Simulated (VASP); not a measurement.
# CdS (F-43m) in VASP: notebook

Runs on CdS. Level: PBEsol. Tasks: single point.

All numbers are computed with VASP 6.6.1; they aren't measurements. Logs are shortened: lines on timing, memory, paths and dates and some standing lists are left out, and cuts for length are marked.

### Step 1. The cell of the first run

The structure is cubic, space group F-43m (No. 216). Conventional cell: a = 5.766 Å, b = 5.766 Å, c = 5.766 Å, α = 90.00°, β = 90.00°, γ = 90.00°. Cd (site symmetry -43m) has 4 S at 2.50 Å within 3.3 Å. S (site symmetry -43m) has 4 Cd at 2.50 Å within 3.3 Å.

### Step 2. Single point, PBEsol (volume scaled by 0.94)

Contents of INCAR:

```
SYSTEM = CdS
ALGO = Normal
EDIFF = 1E-6
ENCUT = 520
GGA = PS
ISIF = 2
ISMEAR = -1
LASPH = .TRUE.
LCHARG = .FALSE.
LREAL = .FALSE.
LWAVE = .FALSE.
NBANDS = 16
NELM = 60
PREC = Accurate
SIGMA = 0.02
```

Contents of KPOINTS:

```
k-points
0
G
  7 7 7
  0 0 0
```

Contents of POSCAR:

```
CdS
1.0
    0.0000000000      2.8828763328      2.8828763328
    2.8828763328      0.0000000000      2.8828763328
    2.8828763328      2.8828763328      0.0000000000
Cd S
1 1
Direct
    0.0000000000      0.0000000000      0.0000000000
    0.7500000000      0.7500000000      0.7500000000
```

Potentials or basis: VASP PAW PBE potentials, release 64 (Cd, S).

The run is started by

```
$ cat potpaw_PBE.64/Cd/POTCAR potpaw_PBE.64/S/POTCAR > POTCAR
$ mpirun -np 1 vasp_std > vasp.out
```

OUTCAR:

```text
SYSTEM = CdS
   EDIFF = 1E-6
   ENCUT = 520
   GGA = PS
   ISIF = 2
   ISMEAR = -1
   LASPH = .TRUE.
   LREAL = .FALSE.
   NELM = 60
   PREC = Accurate

 ion  position               nearest neighbor table
   1  0.000  0.000  0.000-   2 2.50   2 2.50   2 2.50   2 2.50
   2  0.750  0.750  0.750-   1 2.50   1 2.50   1 2.50   1 2.50

  LATTYP: Found a face centered cubic cell.
 ALAT       =     5.7657526656

  Lattice vectors:

 A1 = (   0.0000000000,   2.8828763328,   2.8828763328)
 A2 = (   2.8828763328,   0.0000000000,   2.8828763328)
 A3 = (   2.8828763328,   2.8828763328,   0.0000000000)

Analysis of symmetry for initial positions (statically):
=====================================================================
 Subroutine PRICEL returns:
 Original cell was already a primitive cell.

 Routine SETGRP: Setting up the symmetry group for a
 face centered cubic supercell.

 Subroutine GETGRP returns: Found 24 space group operations
 (whereof 24 operations were pure point group operations)
 out of a pool of 48 trial point group operations.

The static configuration has the point symmetry T_d .

Analysis of symmetry for dynamics (positions and initial velocities):
=====================================================================
 Subroutine PRICEL returns:
 Original cell was already a primitive cell.

 Routine SETGRP: Setting up the symmetry group for a
 face centered cubic supercell.

 Subroutine GETGRP returns: Found 24 space group operations
 (whereof 24 operations were pure point group operations)
 out of a pool of 48 trial point group operations.

The dynamic configuration has the point symmetry T_d .

 Subroutine INISYM returns: Found 24 space group operations
 (whereof 24 operations are pure point group operations),
 and found     1 'primitive' translations

----------------------------------------------------------------------------------------

                                     Primitive cell

  volume of cell :      47.9190

  direct lattice vectors                    reciprocal lattice vectors
     0.000000000  2.882876333  2.882876333    -0.173437894  0.173437894  0.173437894
     2.882876333  0.000000000  2.882876333     0.173437894 -0.173437894  0.173437894
     2.882876333  2.882876333  0.000000000     0.173437894  0.173437894 -0.173437894

  length of vectors
     4.077002808  4.077002808  4.077002808     0.300403244  0.300403244  0.300403244

  position of ions in fractional coordinates (direct lattice)
     0.000000000  0.000000000  0.000000000
     0.750000000  0.750000000  0.750000000

  ion indices of the primitive-cell ions
   primitive index   ion index
                 1           1
                 2           2

----------------------------------------------------------------------------------------

 KPOINTS: k-points

Automatic generation of k-mesh.
 Grid dimensions read from file:
 generate k-points for:    7    7    7

 Generating k-lattice:

  Cartesian coordinates                     Fractional coordinates (reciprocal lattice)
    -0.024776842  0.024776842  0.024776842     0.142857143  0.000000000  0.000000000
     0.024776842 -0.024776842  0.024776842     0.000000000  0.142857143  0.000000000
     0.024776842  0.024776842 -0.024776842     0.000000000  0.000000000  0.142857143

  Length of vectors
     0.042914749  0.042914749  0.042914749

  Shift w.r.t. Gamma in fractional coordinates (k-lattice)
     0.000000000  0.000000000  0.000000000

 Subroutine IBZKPT returns following result:
 ===========================================

 Found     20 irreducible k-points:

 Following reciprocal coordinates:
            Coordinates               Weight
  0.000000  0.000000  0.000000      1.000000
  0.142857  0.000000  0.000000      8.000000
  0.285714  0.000000  0.000000      8.000000
  0.428571  0.000000  0.000000      8.000000
  0.142857  0.142857  0.000000      6.000000
  0.285714  0.142857  0.000000     24.000000
[... 12 lines left out ...]
 -0.428571  0.428571  0.142857     24.000000
 -0.285714  0.428571  0.142857     24.000000
   k-points           NKPTS =     20   k-points in BZ     NKDIM =     20   number of bands    NBANDS=     16
   number of dos      NEDOS =    301   number of ions     NIONS =      2
   total plane-waves  NPLWV =  27000
   dimension x,y,z NGX =    30 NGY =   30 NGZ =   30
   dimension x,y,z NGXF=    60 NGYF=   60 NGZF=   60
   ions per type =               1   1
   NGX,Y,Z   is equivalent  to a cutoff of  12.23, 12.23, 12.23 a.u.
   NGXF,Y,Z  is equivalent  to a cutoff of  24.47, 24.47, 24.47 a.u.
 SYSTEM =  CdS
   PREC   = accura    normal or accurate (medium, high low for compatibility)
   ISTART =      0    job   : 0-new  1-cont  2-samecut
   ICHARG =      2    charge: 1-file 2-atom 10-const
   ISPIN  =      1    spin polarized calculation?
   LNONCOLLINEAR =      F non collinear calculations
   LSORBIT =      F    spin-orbit coupling
   LASPH  =      T    aspherical Exc in radial PAW
   ENCUT  =  520.0 eV  38.22 Ry    6.18 a.u.   7.58  7.58  7.58*2*pi/ulx,y,z
   NELM   =     60;   NELMIN=  2; NELMDL= -5     # of ELM steps
   EDIFF  = 0.1E-05   stopping-criterion for ELM
   LREAL  =      F    real-space projection
   EDIFFG = 0.1E-04   stopping-criterion for IOM
   NSW    =      0    number of steps for IOM
   IBRION =     -1    ionic relax: 0-MD 1-quasi-New 2-CG
   NFREE  =      0    steps in history (QN), initial steepest desc. (CG)
   ISIF   =      2    stress and relaxation
   ISYM   =      2    0-nonsym 1-usesym 2-fastsym
   POTIM  = 0.5000    time-step for ionic-motion
   TEBEG  =    0.0;   TEEND  =   0.0 temperature during run
   PSTRESS=    0.0 pullay stress
   NELECT =      18.0000    total number of electrons
   NUPDOWN=      -1.0000    fix difference up-down
   EMIN   =  10.00;   EMAX   =-10.00  energy-range for DOS
   EFERMI =   0.00;   METHOD = LEGACY
   ISMEAR =    -1;   SIGMA  =   0.02  broadening in eV -4-tet -1-fermi 0-gaus
   EFERMI_NEDOS =   21; number of points for ismear=-14 and -15
   IALGO  =     38    algorithm
   IMIX   =      4    mixing-type and parameters
     AMIX     =   0.40;   BMIX     =  1.00
     AMIX_MAG =   1.60;   BMIX_MAG =  1.00
  volume/ion in A,a.u.               =      23.96       161.69
  Fermi-wavevector in a.u.,A,eV,Ry     =   1.181217  2.232176 18.983847  1.395273
  Thomas-Fermi vector in A             =   2.317495
   LORBIT       =      0    0 simple, 1 ext, 2 COOP (PROOUT), +10 PAW based schemes
   GGA     = PS    functional components
   LHFCALC =     F    Hartree Fock is set to
   AEXX    =    0.0000 exact exchange contribution
   IVDW    =     0    specifies the selected vdW correction
   LEPSILON=     F    determine dielectric tensor
   LRPA    =     F    only Hartree local field effects (RPA)
 non-spin polarized calculation
  energy-cutoff  :      520.00
  volume of cell :       47.92
 maximum number of plane-waves:      1308
   NGX = 15   NGY = 15   NGZ = 15

 number of electron      18.0000008 magnetization

 Free energy of the ion-electron system (eV)
  ---------------------------------------------------
  ext. energy  EPLUGINS =         0.00000000
  ---------------------------------------------------
  free energy    TOTEN  =        -6.79935562 eV

  energy without entropy =       -6.79935562  energy(sigma->0) =       -6.79935562

 E-fermi :   1.9377     XC(G=0):  -9.5425

 val. band max:        1.5200933466   @ k =   0.0000   0.0000   0.0000
 cond. band min:       2.5991401045   @ k =   0.0000   0.0000   0.0000
 fundamental gap:      1.0790467579
 Fermi energy:         1.9376674452

 k-point     1 :       0.0000    0.0000    0.0000
  band No.  band energies     occupation
      1     -11.0880      2.00000
      2      -6.3491      2.00000
      3      -6.3491      2.00000
      4      -6.3491      2.00000
      5      -5.8114      2.00000
      6      -5.8114      2.00000
[... 8 lines left out ...]
     15      13.0178      0.00000
     16      13.0178      0.00000

 k-point     2 :       0.1429    0.0000    0.0000
  band No.  band energies     occupation
      1     -10.9995      2.00000
      2      -6.3173      2.00000
      3      -6.3173      2.00000
      4      -6.2779      2.00000
      5      -5.8128      2.00000
      6      -5.8128      2.00000
[... 8 lines left out ...]
     15      12.2695      0.00000
     16      13.3884      0.00000

 k-point     3 :       0.2857    0.0000    0.0000
  band No.  band energies     occupation
      1     -10.7990      2.00000
      2      -6.2555      2.00000
      3      -6.2555      2.00000
      4      -6.0027      2.00000
      5      -5.8021      2.00000
      6      -5.8021      2.00000
[... 8 lines left out ...]
     15      12.2642      0.00000
     16      12.5490      0.00000

 k-point     4 :       0.4286    0.0000    0.0000
  band No.  band energies     occupation
      1     -10.6383      2.00000
      2      -6.2200      2.00000
      3      -6.2200      2.00000
      4      -5.7749      2.00000
      5      -5.7749      2.00000
      6      -5.5213      2.00000
[... 8 lines left out ...]
     15      13.6048      0.00000
     16      13.6048      0.00000
[... 248 lines left out ...]
 k-point    18 :      -0.4286    0.2857    0.1429
  band No.  band energies     occupation
      1     -10.5439      2.00000
      2      -6.1567      2.00000
      3      -6.1156      2.00000
      4      -5.8727      2.00000
      5      -5.7790      2.00000
      6      -5.3286      2.00000
[... 8 lines left out ...]
     15      13.8417      0.00000
     16      14.9957      0.00000

 k-point    19 :      -0.4286    0.4286    0.1429
  band No.  band energies     occupation
      1     -10.4941      2.00000
      2      -6.1107      2.00000
      3      -6.0540      2.00000
      4      -5.9282      2.00000
      5      -5.7509      2.00000
      6      -5.2829      2.00000
[... 8 lines left out ...]
     15      14.5934      0.00000
     16      14.9136      0.00000

 k-point    20 :      -0.2857    0.4286    0.1429
  band No.  band energies     occupation
      1     -10.4822      2.00000
      2      -6.1207      2.00000
      3      -6.0603      2.00000
      4      -5.8705      2.00000
      5      -5.7937      2.00000
      6      -5.1467      2.00000
[... 8 lines left out ...]
     15      13.8475      0.00000
     16      15.6227      0.00000

------------------------ aborting loop because EDIFF is reached ----------------------------------------

  FORCE on cell =-STRESS in cart. coord.  units (eV):
  Direction    XX          YY          ZZ          XY          YZ          ZX
  --------------------------------------------------------------------------------------
  -------------------------------------------------------------------------------------
  Total        0.7327715      0.7327715      0.7327715      0.0000000      0.0000000     -0.0000000
  in kB       24.5002833     24.5002833     24.5002833      0.0000000      0.0000000     -0.0000000
  external PRESSURE =      24.5002833 kB  Pullay stress =       0.0000000 kB

 VOLUME and BASIS-vectors are now :
 -----------------------------------------------------------------------------
  energy-cutoff  :      520.00
  volume of cell :       47.92
      direct lattice vectors                 reciprocal lattice vectors
     0.000000000  2.882876333  2.882876333    -0.173437894  0.173437894  0.173437894
     2.882876333  0.000000000  2.882876333     0.173437894 -0.173437894  0.173437894
     2.882876333  2.882876333  0.000000000     0.173437894  0.173437894 -0.173437894

 POSITION                                       TOTAL-FORCE (eV/Angst)
 -----------------------------------------------------------------------------------
      0.00000      0.00000      0.00000         0.000000      0.000000      0.000000
      4.32431      4.32431      4.32431        -0.000000     -0.000000     -0.000000
 -----------------------------------------------------------------------------------
    total drift:                                0.000001      0.000001      0.000001

  FREE ENERGIE OF THE ION-ELECTRON SYSTEM (eV)
  ---------------------------------------------------
  free  energy   TOTEN  =        -6.7993556155 eV

  energy  without entropy=       -6.7993556155  energy(sigma->0) =       -6.79935562
```

It took 12 s on 1 thread of Intel Xeon 6975P-C (Granite Rapids), shared host; peak memory 0.16 GiB.

Results:

```yaml
Free_energy: -6.7994 eV
Pressure: 2.5 GPa
Band_gap_on_the_k_mesh: 1.08 eV, direct
```

Caveat: the PAW data sets were made with another functional, which shifts forces and pressure a little.

### Step 3. Single point, PBEsol (volume scaled by 0.98)

Contents of INCAR:

```
SYSTEM = CdS
PREC = Accurate
ENCUT = 520
EDIFF = 1E-7
ISMEAR = -1
SIGMA = 0.02
LREAL = .FALSE.
LASPH = .TRUE.
NELM = 60
ALGO = Normal
ISIF = 2
LWAVE = .FALSE.
LCHARG = .FALSE.
GGA = PS
NBANDS = 16
```

Contents of KPOINTS:

```
regular mesh
0
G
  7 7 7
  0 0 0
```

Contents of POSCAR:

```
CdS
1.0
    0.0000000000      2.9232015042      2.9232015042
    2.9232015042      0.0000000000      2.9232015042
    2.9232015042      2.9232015042      0.0000000000
Cd S
1 1
Direct
    0.0000000000      0.0000000000      0.0000000000
    0.7500000000      0.7500000000      0.7500000000
```

Potentials or basis: VASP PAW PBE potentials, release 64 (Cd, S).

The run is started by

```
$ cat potpaw_PBE.64/Cd/POTCAR potpaw_PBE.64/S/POTCAR > POTCAR
$ mpirun -np 1 vasp_std > vasp.out
```

It took 12 s on 1 thread of Intel Xeon 6975P-C (Granite Rapids), shared host; peak memory 0.17 GiB.

The run converged. Its results:

```
Free energy            : -6.8128 eV
Pressure               : -0.3 GPa
Band gap on the k mesh : 0.99 eV, direct
```

Levels at points of the mesh, in eV from the valence-band top:
```tsv
k point	band 6	band 7	band 8	band 9	band 10	band 11	band 12	band 13
(0.00, 0.00, 0.00)	-7.23	0.00	0.00	0.00	0.99	6.45	6.45	6.45
```

Caveat: the PAW data sets were made with another functional, which shifts forces and pressure a little.
